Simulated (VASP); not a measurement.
# Ag (Fm-3m) in VASP: notebook

Runs on Ag. Level: LDA. Tasks: single point.

All numbers are computed with VASP 6.6.1; they aren't measurements. Logs are shortened: lines on timing, memory, paths and dates and some standing lists are left out, and cuts for length are marked.

## Step 1: The cell of the first run

It takes space group Fm-3m (No. 225, cubic). Conventional cell: a = 3.945 Å, b = 3.945 Å, c = 3.945 Å, α = 90.00°, β = 90.00°, γ = 90.00°. Ag (site symmetry m-3m) has 12 Ag at 2.79 Å within 3.7 Å.

## Step 2: Single point, LDA (15.35 Å³/atom)

INCAR

```
SYSTEM = Ag
  PREC = Accurate
  ENCUT = 520
  EDIFF = 1E-7
  ISMEAR = -1
  SIGMA = 0.1
  LREAL = .FALSE.
  LASPH = .TRUE.
  NELM = 60
  ALGO = Normal
  ISIF = 2
  LWAVE = .FALSE.
  LCHARG = .FALSE.
  GGA = CA
  NBANDS = 12
```

KPOINTS

```
Automatic mesh
0
G
  22 22 22
  0 0 0
```

POSCAR

```
Ag
1.0
    0.0000000000      1.9726322243      1.9726322243
    1.9726322243      0.0000000000      1.9726322243
    1.9726322243      1.9726322243      0.0000000000
Ag
1
Direct
    0.0000000000      0.0000000000      0.0000000000
```

Potentials or basis: VASP PAW LDA potentials, release 64 (Ag).

Run with:

```console
$ cat potpaw_LDA.64/Ag/POTCAR > POTCAR
$ mpirun -np 1 vasp_std > vasp.out
```

OUTCAR:

```text
SYSTEM = Ag
   PREC = Accurate
   ENCUT = 520
   EDIFF = 1E-7
   ISMEAR = -1
   LREAL = .FALSE.
   LASPH = .TRUE.
   NELM = 60
   ISIF = 2
   GGA = CA

 ion  position               nearest neighbor table
   1  0.000  0.000  0.000-

  LATTYP: Found a face centered cubic cell.
 ALAT       =     3.9452644486

  Lattice vectors:

 A1 = (   0.0000000000,   1.9726322243,   1.9726322243)
 A2 = (   1.9726322243,   0.0000000000,   1.9726322243)
 A3 = (   1.9726322243,   1.9726322243,   0.0000000000)

Analysis of symmetry for initial positions (statically):
=====================================================================
 Subroutine PRICEL returns:
 Original cell was already a primitive cell.

 Routine SETGRP: Setting up the symmetry group for a
 face centered cubic supercell.

 Subroutine GETGRP returns: Found 48 space group operations
 (whereof 48 operations were pure point group operations)
 out of a pool of 48 trial point group operations.

The static configuration has the point symmetry O_h .

Analysis of symmetry for dynamics (positions and initial velocities):
=====================================================================
 Subroutine PRICEL returns:
 Original cell was already a primitive cell.

 Routine SETGRP: Setting up the symmetry group for a
 face centered cubic supercell.

 Subroutine GETGRP returns: Found 48 space group operations
 (whereof 48 operations were pure point group operations)
 out of a pool of 48 trial point group operations.

The dynamic configuration has the point symmetry O_h .

 Subroutine INISYM returns: Found 48 space group operations
 (whereof 48 operations are pure point group operations),
 and found     1 'primitive' translations

----------------------------------------------------------------------------------------

                                     Primitive cell

  volume of cell :      15.3521

  direct lattice vectors                    reciprocal lattice vectors
     0.000000000  1.972632224  1.972632224    -0.253468434  0.253468434  0.253468434
     1.972632224  0.000000000  1.972632224     0.253468434 -0.253468434  0.253468434
     1.972632224  1.972632224  0.000000000     0.253468434  0.253468434 -0.253468434

  length of vectors
     2.789723245  2.789723245  2.789723245     0.439020205  0.439020205  0.439020205

  position of ions in fractional coordinates (direct lattice)
     0.000000000  0.000000000  0.000000000

  ion indices of the primitive-cell ions
   primitive index   ion index
                 1           1

----------------------------------------------------------------------------------------

 KPOINTS: Automatic mesh

Automatic generation of k-mesh.
 Grid dimensions read from file:
 generate k-points for:   22   22   22

 Generating k-lattice:

  Cartesian coordinates                     Fractional coordinates (reciprocal lattice)
    -0.011521292  0.011521292  0.011521292     0.045454545  0.000000000  0.000000000
     0.011521292 -0.011521292  0.011521292     0.000000000  0.045454545  0.000000000
     0.011521292  0.011521292 -0.011521292     0.000000000  0.000000000  0.045454545

  Length of vectors
     0.019955464  0.019955464  0.019955464

  Shift w.r.t. Gamma in fractional coordinates (k-lattice)
     0.000000000  0.000000000  0.000000000

 Subroutine IBZKPT returns following result:
 ===========================================

 Found    328 irreducible k-points:

 Following reciprocal coordinates:
            Coordinates               Weight
  0.000000  0.000000  0.000000      1.000000
  0.045455  0.000000  0.000000      8.000000
  0.090909  0.000000  0.000000      8.000000
  0.136364  0.000000  0.000000      8.000000
  0.181818  0.000000  0.000000      8.000000
  0.227273  0.000000  0.000000      8.000000
[... 16 lines left out ...]
  0.500000  0.045455  0.000000     24.000000
 -0.454545  0.045455  0.000000     24.000000
 [... further k-points ...]
   k-points           NKPTS =    328   k-points in BZ     NKDIM =    328   number of bands    NBANDS=     12
   number of dos      NEDOS =    301   number of ions     NIONS =      1
   total plane-waves  NPLWV =  13824
   dimension x,y,z NGX =    24 NGY =   24 NGZ =   24
   dimension x,y,z NGXF=    48 NGYF=   48 NGZF=   48
   ions per type =               1
   NGX,Y,Z   is equivalent  to a cutoff of  14.30, 14.30, 14.30 a.u.
   NGXF,Y,Z  is equivalent  to a cutoff of  28.60, 28.60, 28.60 a.u.
 SYSTEM =  Ag
   PREC   = accura    normal or accurate (medium, high low for compatibility)
   ISTART =      0    job   : 0-new  1-cont  2-samecut
   ICHARG =      2    charge: 1-file 2-atom 10-const
   ISPIN  =      1    spin polarized calculation?
   LNONCOLLINEAR =      F non collinear calculations
   LSORBIT =      F    spin-orbit coupling
   LASPH  =      T    aspherical Exc in radial PAW
   ENCUT  =  520.0 eV  38.22 Ry    6.18 a.u.   5.19  5.19  5.19*2*pi/ulx,y,z
   NELM   =     60;   NELMIN=  2; NELMDL= -5     # of ELM steps
   EDIFF  = 0.1E-06   stopping-criterion for ELM
   LREAL  =      F    real-space projection
   EDIFFG = 0.1E-05   stopping-criterion for IOM
   NSW    =      0    number of steps for IOM
   IBRION =     -1    ionic relax: 0-MD 1-quasi-New 2-CG
   NFREE  =      0    steps in history (QN), initial steepest desc. (CG)
   ISIF   =      2    stress and relaxation
   ISYM   =      2    0-nonsym 1-usesym 2-fastsym
   POTIM  = 0.5000    time-step for ionic-motion
   TEBEG  =    0.0;   TEEND  =   0.0 temperature during run
   PSTRESS=    0.0 pullay stress
   NELECT =      11.0000    total number of electrons
   NUPDOWN=      -1.0000    fix difference up-down
   EMIN   =  10.00;   EMAX   =-10.00  energy-range for DOS
   EFERMI =   0.00;   METHOD = LEGACY
   ISMEAR =    -1;   SIGMA  =   0.10  broadening in eV -4-tet -1-fermi 0-gaus
   EFERMI_NEDOS =   21; number of points for ismear=-14 and -15
   IALGO  =     38    algorithm
   IMIX   =      4    mixing-type and parameters
     AMIX     =   0.40;   BMIX     =  1.00
     AMIX_MAG =   1.60;   BMIX_MAG =  1.00
  volume/ion in A,a.u.               =      15.35       103.60
  Fermi-wavevector in a.u.,A,eV,Ry     =   1.464928  2.768312 29.198292  2.146014
  Thomas-Fermi vector in A             =   2.580846
   LORBIT       =      0    0 simple, 1 ext, 2 COOP (PROOUT), +10 PAW based schemes
   GGA     = CA    functional components
   LHFCALC =     F    Hartree Fock is set to
   AEXX    =    0.0000 exact exchange contribution
   IVDW    =     0    specifies the selected vdW correction
   LEPSILON=     F    determine dielectric tensor
   LRPA    =     F    only Hartree local field effects (RPA)
 non-spin polarized calculation
  energy-cutoff  :      520.00
  volume of cell :       15.35
 maximum number of plane-waves:       428
 NGX is ok and might be reduce to    24
   NGX = 11   NGY = 11   NGZ = 11

 number of electron      10.9999999 magnetization

 Free energy of the ion-electron system (eV)
  ---------------------------------------------------
  ext. energy  EPLUGINS =         0.00000000
  ---------------------------------------------------
  free energy    TOTEN  =        -3.77357665 eV

  energy without entropy =       -3.76645672  energy(sigma->0) =       -3.77001669

 E-fermi :   9.7530     XC(G=0): -13.2112

 val. band max:        9.7077606216   @ k =   0.4545   0.4091   0.0455
 cond. band min:       9.7750022412   @ k =  -0.4545   0.0909   0.0000
 fundamental gap:      0.0672416196
 Fermi energy:         9.7529923932

 k-point     1 :       0.0000    0.0000    0.0000
  band No.  band energies     occupation
      1       1.0795      2.00000
      2       4.5263      2.00000
      3       4.5263      2.00000
      4       4.5263      2.00000
      5       5.7939      2.00000
      6       5.7939      2.00000
      7      25.9105      0.00000
      8      30.0472      0.00000
      9      30.0472      0.00000
     10      30.0472      0.00000
     11      35.3464      0.00000
     12      37.1124      0.00000

 k-point     2 :       0.0455    0.0000    0.0000
  band No.  band energies     occupation
      1       1.1503      2.00000
      2       4.5067      2.00000
      3       4.5481      2.00000
      4       4.5481      2.00000
      5       5.7847      2.00000
      6       5.7847      2.00000
      7      25.9550      0.00000
      8      29.4728      0.00000
      9      30.1003      0.00000
     10      30.1003      0.00000
     11      35.6488      0.00000
     12      36.9848      0.00000

 k-point     3 :       0.0909    0.0000    0.0000
  band No.  band energies     occupation
      1       1.3579      2.00000
      2       4.4559      2.00000
      3       4.6081      2.00000
      4       4.6081      2.00000
      5       5.7628      2.00000
      6       5.7628      2.00000
      7      26.0164      0.00000
      8      28.2429      0.00000
      9      30.2486      0.00000
     10      30.2486      0.00000
     11      35.1705      0.00000
     12      36.5778      0.00000
[... 286 lines left out ...]
 k-point    23 :       0.5000    0.0455    0.0000
  band No.  band energies     occupation
      1       2.6489      2.00000
      2       4.4690      2.00000
      3       4.5365      2.00000
      4       6.5522      2.00000
      5       6.7616      2.00000
      6       9.1803      1.99351
      7      13.9843      0.00000
      8      25.1860      0.00000
      9      28.1841      0.00000
     10      28.2693      0.00000
     11      34.3364      0.00000
     12      34.4003      0.00000

 k-point    24 :      -0.4545    0.0455    0.0000
  band No.  band energies     occupation
      1       2.6544      2.00000
      2       4.4786      2.00000
      3       4.5362      2.00000
      4       6.5699      2.00000
      5       6.7083      2.00000
      6       9.0401      1.99840
      7      14.1692      0.00000
      8      25.2000      0.00000
      9      28.0162      0.00000
     10      28.5409      0.00000
     11      34.2676      0.00000
     12      34.4006      0.00000

 [... further k-points ...]

------------------------ aborting loop because EDIFF is reached ----------------------------------------

  FORCE on cell =-STRESS in cart. coord.  units (eV):
  Direction    XX          YY          ZZ          XY          YZ          ZX
  --------------------------------------------------------------------------------------
  -------------------------------------------------------------------------------------
  Total        0.6458460      0.6458460      0.6458460     -0.0000000     -0.0000000     -0.0000000
  in kB       67.4017494     67.4017494     67.4017494     -0.0000000     -0.0000000     -0.0000000
  external PRESSURE =      67.4017494 kB  Pullay stress =       0.0000000 kB

 VOLUME and BASIS-vectors are now :
 -----------------------------------------------------------------------------
  energy-cutoff  :      520.00
  volume of cell :       15.35
      direct lattice vectors                 reciprocal lattice vectors
     0.000000000  1.972632224  1.972632224    -0.253468434  0.253468434  0.253468434
     1.972632224  0.000000000  1.972632224     0.253468434 -0.253468434  0.253468434
     1.972632224  1.972632224  0.000000000     0.253468434  0.253468434 -0.253468434

 POSITION                                       TOTAL-FORCE (eV/Angst)
 -----------------------------------------------------------------------------------
      0.00000      0.00000      0.00000         0.000000      0.000000      0.000000
 -----------------------------------------------------------------------------------
    total drift:                               -0.000000      0.000000      0.000000

  FREE ENERGIE OF THE ION-ELECTRON SYSTEM (eV)
  ---------------------------------------------------
  free  energy   TOTEN  =        -3.7735766546 eV

  energy  without entropy=       -3.7664567207  energy(sigma->0) =       -3.77001669
```

Run time: 61 s. Hardware: 1 thread of Intel Xeon 8259CL, shared host; peak memory 0.18 GiB.

Results:

```
Free energy            : -3.7736 eV
Pressure               : 6.7 GPa
Band gap on the k mesh : zero (an odd number of electrons rules out a gap without spin polarisation)
```

Caveat: the cell stands under pressure.

[end of part 1 of 2]

The gap in the log of VASP goes by the Fermi energy; the results here count the filled bands.